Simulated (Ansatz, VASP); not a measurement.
## Au: VASP beside Ansatz

```
Au
1.0
     0.00621    2.04225    2.06001
     2.10327    0.01036    2.05585
     2.10195    2.03678    0.01168
Au
1
Direct
  0.99105 0.00541 0.99373
```

Change from the starting cell: volume scaled by 1.04.

Alike in both runs: task single point; functional RPBE; dispersion D4; k mesh 11 × 11 × 11; occupations fermi-dirac, width 0.02 eV; collinear spin; fixed moment 2 μB; Hubbard terms Au d U = 3.0 eV.

|  | VASP | Ansatz |
| --- | --- | --- |
| version | VASP 6.6.1 | Ansatz 0.2.0 |
| potentials or method | VASP PAW PBE potentials, release 64 (Au), cutoff 520 eV | all-electron LAPW, scalar-relativistic |

```csv
,VASP,Ansatz,Ansatz less VASP
pressure (GPa),26.8,31.4,+4.58
"traceless stress, the component that is largest in VASP (GPa)",0.14,-0.01,-0.155
size of the moment on the site where the two differ most (μB),1.64,1.74,+0.100
```

VASP's potentials were made for PBE, not for RPBE. Site moments also hang on the region over which each program counts them. The programs project onto different local orbitals, so the same U acts differently, and such runs can settle in different states. Ansatz ran all-electron here, and VASP with PAW potentials.

Spin-orbit coupling is off throughout. Noted on Ansatz's run: U is the effective U less J, on atomic orbitals that reach past the spheres.
